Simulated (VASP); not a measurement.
# Mg2Si (Fm-3m) in VASP: single point with PBE-based screened hybrid with 25 % exact exchange

Aim: the single point of Mg2Si with PBE-based screened hybrid with 25 % exact exchange.

Program: VASP 6.6.1. These are calculated values, not measurements. Logs are shortened: lines on timing, memory, paths and dates and some standing lists are left out, and cuts for length are marked.

## (1) The cell of the first run

Symmetry: Fm-3m, No. 225, cubic system. The conventional cell has a = 6.390 Å, b = 6.390 Å, c = 6.390 Å, α = 90.00°, β = 90.00°, γ = 90.00°. Within 3.6 Å of Mg (site symmetry -43m) lie 4 Si at 2.77 Å and 6 Mg at 3.20 Å. Within 3.6 Å of Si (site symmetry m-3m) lie 8 Mg at 2.77 Å.

## (2) Single point, PBE-based screened hybrid with 25 % exact exchange

Contents of POSCAR:

```
Mg2Si
1.0
    0.0000000000      3.1950003306      3.1950003306
    3.1950003306      0.0000000000      3.1950003306
    3.1950003306      3.1950003306      0.0000000000
Mg Si
2 1
Direct
    0.2500000000      0.2500000000      0.2500000000
    0.7500000000      0.7500000000      0.7500000000
    0.0000000000      0.0000000000      0.0000000000
```

Contents of INCAR.step1:

```
SYSTEM = Mg2Si
  ALGO = Normal
  EDIFF = 1E-5
  ENCUT = 520
  GGA = PE
  GGA_COMPAT = .FALSE.
  ISIF = 2
  ISMEAR = 0
  LASPH = .TRUE.
  LCHARG = .FALSE.
  LREAL = .FALSE.
  LWAVE = .TRUE.
  NBANDS = 11
  NELM = 120
  PREC = Accurate
  SIGMA = 0.05
```

Contents of INCAR.step2:

```
SYSTEM = Mg2Si
  AEXX = 0.25
  ALGO = Normal
  EDIFF = 1E-6
  ENCUT = 520
  GGA = PE
  GGA_COMPAT = .FALSE.
  HFSCREEN = 0.6
  ISIF = 2
  ISMEAR = 0
  ISTART = 1
  LASPH = .TRUE.
  LCHARG = .FALSE.
  LHFCALC = .TRUE.
  LREAL = .FALSE.
  LWAVE = .FALSE.
  NBANDS = 11
  NELM = 120
  PREC = Accurate
  PRECFOCK = Normal
  SIGMA = 0.05
```

Contents of KPOINTS:

```
k-points
0
G
  6 6 6
  0 0 0
```

Potentials or basis: VASP PAW PBE potentials, release 64 (Mg, Si).

The run is started by

```bash
> cat potpaw_PBE.64/Mg/POTCAR potpaw_PBE.64/Si/POTCAR > POTCAR
> cp INCAR.step1 INCAR
> mpirun -np 1 vasp_std > vasp.out
> cp INCAR.step2 INCAR
> mpirun -np 1 vasp_std > vasp.out
```

OUTCAR:

```text
SYSTEM = Mg2Si
   AEXX = 0.25
   EDIFF = 1E-6
   ENCUT = 520
   GGA = PE
   HFSCREEN = 0.6
   ISIF = 2
   ISMEAR = 0
   ISTART = 1
   LASPH = .TRUE.
   LHFCALC = .TRUE.
   LREAL = .FALSE.
   NELM = 120
   PREC = Accurate
   PRECFOCK = Normal

 ion  position               nearest neighbor table
   1  0.250  0.250  0.250-   3 2.77   3 2.77   3 2.77   3 2.77   2 3.20   2 3.20   2 3.20   2 3.20
                             2 3.20   2 3.20
   2  0.750  0.750  0.750-   3 2.77   3 2.77   3 2.77   3 2.77   1 3.20   1 3.20   1 3.20   1 3.20
                             1 3.20   1 3.20
   3  0.000  0.000  0.000-   1 2.77   2 2.77   2 2.77   2 2.77   2 2.77   1 2.77   1 2.77   1 2.77

  LATTYP: Found a face centered cubic cell.
 ALAT       =     6.3900006612

  Lattice vectors:

 A1 = (   0.0000000000,   3.1950003306,   3.1950003306)
 A2 = (   3.1950003306,   0.0000000000,   3.1950003306)
 A3 = (   3.1950003306,   3.1950003306,   0.0000000000)

Analysis of symmetry for initial positions (statically):
=====================================================================
 Subroutine PRICEL returns:
 Original cell was already a primitive cell.

 Routine SETGRP: Setting up the symmetry group for a
 face centered cubic supercell.

 Subroutine GETGRP returns: Found 48 space group operations
 (whereof 48 operations were pure point group operations)
 out of a pool of 48 trial point group operations.

The static configuration has the point symmetry O_h .

Analysis of symmetry for dynamics (positions and initial velocities):
=====================================================================
 Subroutine PRICEL returns:
 Original cell was already a primitive cell.

 Routine SETGRP: Setting up the symmetry group for a
 face centered cubic supercell.

 Subroutine GETGRP returns: Found 48 space group operations
 (whereof 48 operations were pure point group operations)
 out of a pool of 48 trial point group operations.

The dynamic configuration has the point symmetry O_h .

 Subroutine INISYM returns: Found 48 space group operations
 (whereof 48 operations are pure point group operations),
 and found     1 'primitive' translations

----------------------------------------------------------------------------------------

                                     Primitive cell

  volume of cell :      65.2293

  direct lattice vectors                    reciprocal lattice vectors
     0.000000000  3.195000331  3.195000331    -0.156494506  0.156494506  0.156494506
     3.195000331  0.000000000  3.195000331     0.156494506 -0.156494506  0.156494506
     3.195000331  3.195000331  0.000000000     0.156494506  0.156494506 -0.156494506

  length of vectors
     4.518412799  4.518412799  4.518412799     0.271056436  0.271056436  0.271056436

  position of ions in fractional coordinates (direct lattice)
     0.250000000  0.250000000  0.250000000
     0.750000000  0.750000000  0.750000000
     0.000000000  0.000000000  0.000000000

  ion indices of the primitive-cell ions
   primitive index   ion index
                 1           1
                 2           2
                 3           3

----------------------------------------------------------------------------------------

 KPOINTS: k-points

Automatic generation of k-mesh.
 Grid dimensions read from file:
 generate k-points for:    6    6    6

 Generating k-lattice:

  Cartesian coordinates                     Fractional coordinates (reciprocal lattice)
    -0.026082418  0.026082418  0.026082418     0.166666667  0.000000000  0.000000000
     0.026082418 -0.026082418  0.026082418     0.000000000  0.166666667  0.000000000
     0.026082418  0.026082418 -0.026082418     0.000000000  0.000000000  0.166666667

  Length of vectors
     0.045176073  0.045176073  0.045176073

  Shift w.r.t. Gamma in fractional coordinates (k-lattice)
     0.000000000  0.000000000  0.000000000

 Subroutine IBZKPT returns following result:
 ===========================================

 Found     16 irreducible k-points:

 Following reciprocal coordinates:
            Coordinates               Weight
  0.000000  0.000000  0.000000      1.000000
  0.166667  0.000000  0.000000      8.000000
  0.333333  0.000000  0.000000      8.000000
  0.500000  0.000000  0.000000      4.000000
  0.166667  0.166667  0.000000      6.000000
  0.333333  0.166667  0.000000     24.000000
[... 8 lines left out ...]
 -0.333333  0.333333  0.166667     24.000000
 -0.333333  0.500000  0.166667     12.000000
   k-points           NKPTS =     16   k-points in BZ     NKDIM =    216   number of bands    NBANDS=     11
   number of dos      NEDOS =    301   number of ions     NIONS =      3
   total plane-waves  NPLWV =  46656
   dimension x,y,z NGX =    36 NGY =   36 NGZ =   36
   dimension x,y,z NGXF=    72 NGYF=   72 NGZF=   72
   ions per type =               2   1
   NGX,Y,Z   is equivalent  to a cutoff of  13.25, 13.25, 13.25 a.u.
   NGXF,Y,Z  is equivalent  to a cutoff of  26.49, 26.49, 26.49 a.u.
 SYSTEM =  Mg2Si
   PREC   = accura    normal or accurate (medium, high low for compatibility)
   ISTART =      1    job   : 0-new  1-cont  2-samecut
   ICHARG =      0    charge: 1-file 2-atom 10-const
   ISPIN  =      1    spin polarized calculation?
   LNONCOLLINEAR =      F non collinear calculations
   LSORBIT =      F    spin-orbit coupling
   LASPH  =      T    aspherical Exc in radial PAW
   ENCUT  =  520.0 eV  38.22 Ry    6.18 a.u.   8.40  8.40  8.40*2*pi/ulx,y,z
   NELM   =    120;   NELMIN=  2; NELMDL=  0     # of ELM steps
   EDIFF  = 0.1E-05   stopping-criterion for ELM
   LREAL  =      F    real-space projection
   EDIFFG = 0.1E-04   stopping-criterion for IOM
   NSW    =      0    number of steps for IOM
   IBRION =     -1    ionic relax: 0-MD 1-quasi-New 2-CG
   NFREE  =      0    steps in history (QN), initial steepest desc. (CG)
   ISIF   =      2    stress and relaxation
   ISYM   =      3    0-nonsym 1-usesym 2-fastsym
   POTIM  = 0.5000    time-step for ionic-motion
   TEBEG  =    0.0;   TEEND  =   0.0 temperature during run
   PSTRESS=    0.0 pullay stress
   NELECT =       8.0000    total number of electrons
   NUPDOWN=      -1.0000    fix difference up-down
   EMIN   =  10.00;   EMAX   =-10.00  energy-range for DOS
   EFERMI =   0.00;   METHOD = LEGACY
   ISMEAR =     0;   SIGMA  =   0.05  broadening in eV -4-tet -1-fermi 0-gaus
   EFERMI_NEDOS =   21; number of points for ismear=-14 and -15
   IALGO  =     38    algorithm
   IMIX   =      1    mixing-type and parameters
     AMIX     =   0.40;   BMIX     =  1.00
     AMIX_MAG =   1.60;   BMIX_MAG =  1.00
  volume/ion in A,a.u.               =      21.74       146.73
  Fermi-wavevector in a.u.,A,eV,Ry     =   0.813375  1.537055  9.001318  0.661578
  Thomas-Fermi vector in A             =   1.923088
   LORBIT       =      0    0 simple, 1 ext, 2 COOP (PROOUT), +10 PAW based schemes
   GGA     = PE    functional components
   LHFCALC =     T    Hartree Fock is set to
   PRECFOCK=normal    Normal, Fast or Accurate (Low or Medium for compatibility)
   ENCUT4O =  -1.0   cutoff for four orbital integrals eV
   NKREDX  =     1    reduce k-point grid by
   NKREDY  =     1    reduce k-point grid by
   NKREDZ  =     1    reduce k-point grid by
   AEXX    =    0.2500 exact exchange contribution
   HFSCREEN=    0.6000 screening length (either q_TF or 0.3 A-1)
   HFSCREENC=   0.6000 screening length for correlation (either q_TF or 0.3 A-1)
   ENCUTFOCK=  -1.0 apply spherical cutoff to Coloumb kernel
   IVDW    =     0    specifies the selected vdW correction
   LEPSILON=     F    determine dielectric tensor
   LRPA    =     F    only Hartree local field effects (RPA)
 non-spin polarized calculation
 Gauss-broadening in eV      SIGMA  =   0.05
  energy-cutoff  :      520.00
  volume of cell :       65.23
 maximum number of plane-waves:      1807
 NGX is ok and might be reduce to    36
  NGX = 28; NGY = 28; NGZ = 28

 number of electron       8.0000000 magnetization

 Free energy of the ion-electron system (eV)
  ---------------------------------------------------
  ext. energy  EPLUGINS =         0.00000000
  ---------------------------------------------------
  free energy    TOTEN  =        -9.23683336 eV

  energy without entropy =       -9.23683332  energy(sigma->0) =       -9.23683334

 E-fermi :   3.5812     XC(G=0):  -7.8136

 val. band max:        3.4249909767   @ k =   0.0000   0.0000   0.0000
 cond. band min:       3.7373661345   @ k =   0.5000   0.5000   0.0000
 fundamental gap:      0.3123751578
 Fermi energy:         3.5811766490

 k-point     1 :       0.0000    0.0000    0.0000
  band No.  band energies     occupation
      1      -6.0953      2.00000
      2       3.4250      1.99999
      3       3.4250      1.99999
      4       3.4250      1.99999
      5       5.3698      0.00000
      6       6.1277      0.00000
      7       6.1277      0.00000
      8       6.1277      0.00000
      9       9.2868      0.00000
     10       9.2868      0.00000
     11      10.0245      0.00000

 k-point     2 :       0.1667    0.0000    0.0000
  band No.  band energies     occupation
      1      -5.8403      2.00000
      2       1.6801      2.00000
      3       3.1729      2.00000
      4       3.1729      2.00000
      5       5.4430      0.00000
      6       6.5389      0.00000
      7       6.5389      0.00000
      8       7.3733      0.00000
      9       8.5083      0.00000
     10       8.5083      0.00000
     11      10.1332      0.00000

 k-point     3 :       0.3333    0.0000    0.0000
  band No.  band energies     occupation
      1      -5.1664      2.00000
      2      -0.4192      2.00000
      3       2.8302      2.00000
      4       2.8302      2.00000
      5       4.9441      0.00000
      6       6.3881      0.00000
      7       6.3881      0.00000
      8       8.8020      0.00000
      9       9.4032      0.00000
     10       9.4032      0.00000
     11      10.1791      0.00000
[... 155 lines left out ...]
 k-point    15 :      -0.3333    0.3333    0.1667
  band No.  band energies     occupation
      1      -4.2210      2.00000
      2      -0.7600      2.00000
      3       0.2817      2.00000
      4       1.4348      2.00000
      5       5.8229      0.00000
      6       6.3186      0.00000
      7       7.9912      0.00000
      8       8.5574      0.00000
      9       9.5562      0.00000
     10      11.7445      0.00000
     11      12.7317      0.00000

 k-point    16 :      -0.3333    0.5000    0.1667
  band No.  band energies     occupation
      1      -4.0461      2.00000
      2      -0.7334      2.00000
      3       0.3630      2.00000
      4       0.8684      2.00000
      5       5.2832      0.00000
      6       5.6617      0.00000
      7       8.6397      0.00000
      8       8.7703      0.00000
      9      11.8378      0.00000
     10      12.1471      0.00000
     11      12.3844      0.00000

------------------------ aborting loop because EDIFF is reached ----------------------------------------

  FORCE on cell =-STRESS in cart. coord.  units (eV):
  Direction    XX          YY          ZZ          XY          YZ          ZX
  --------------------------------------------------------------------------------------
  -------------------------------------------------------------------------------------
  Total       -0.4462449     -0.4462449     -0.4462449     -0.0000000     -0.0000000      0.0000000
  in kB      -10.9607720    -10.9607720    -10.9607720     -0.0000000     -0.0000000      0.0000000
  external PRESSURE =     -10.9607720 kB  Pullay stress =       0.0000000 kB

 VOLUME and BASIS-vectors are now :
 -----------------------------------------------------------------------------
  energy-cutoff  :      520.00
  volume of cell :       65.23
      direct lattice vectors                 reciprocal lattice vectors
     0.000000000  3.195000331  3.195000331    -0.156494506  0.156494506  0.156494506
     3.195000331  0.000000000  3.195000331     0.156494506 -0.156494506  0.156494506
     3.195000331  3.195000331  0.000000000     0.156494506  0.156494506 -0.156494506

 POSITION                                       TOTAL-FORCE (eV/Angst)
 -----------------------------------------------------------------------------------
      1.59750      1.59750      1.59750        -0.000000     -0.000000      0.000000
      4.79250      4.79250      4.79250         0.000000      0.000000      0.000000
      0.00000      0.00000      0.00000        -0.000000      0.000000     -0.000000
 -----------------------------------------------------------------------------------
    total drift:                               -0.000717      0.000116     -0.000264

  FREE ENERGIE OF THE ION-ELECTRON SYSTEM (eV)
  ---------------------------------------------------
  free  energy   TOTEN  =        -9.2368333607 eV

  energy  without entropy=       -9.2368333154  energy(sigma->0) =       -9.23683334
```

Run time: 49 min. Hardware: 1 thread of AMD EPYC 7R13, shared host; peak memory 0.3 GiB.

Results:

| Item | Value |
| --- | --- |
| Free energy | -9.2368 eV |
| Pressure | -1.1 GPa |
| Band gap on the k mesh | 0.31 eV (least direct gap 1.94 eV) |

Levels at points of the mesh, in eV from the valence-band top:
```csv
k point,band 2,band 3,band 4,band 5,band 6,band 7
"(0.00, 0.00, 0.00)",0.00,0.00,0.00,1.94,2.70,2.70
"(0.50, 0.00, 0.00)",-4.87,-0.72,-0.72,1.33,2.70,2.70
"(0.50, 0.50, 0.00)",-4.55,-1.99,-1.99,0.31,0.48,8.15
```

Caveat: the PAW data sets were made with another functional, which shifts forces and pressure a little. A k mesh can miss the band edges.
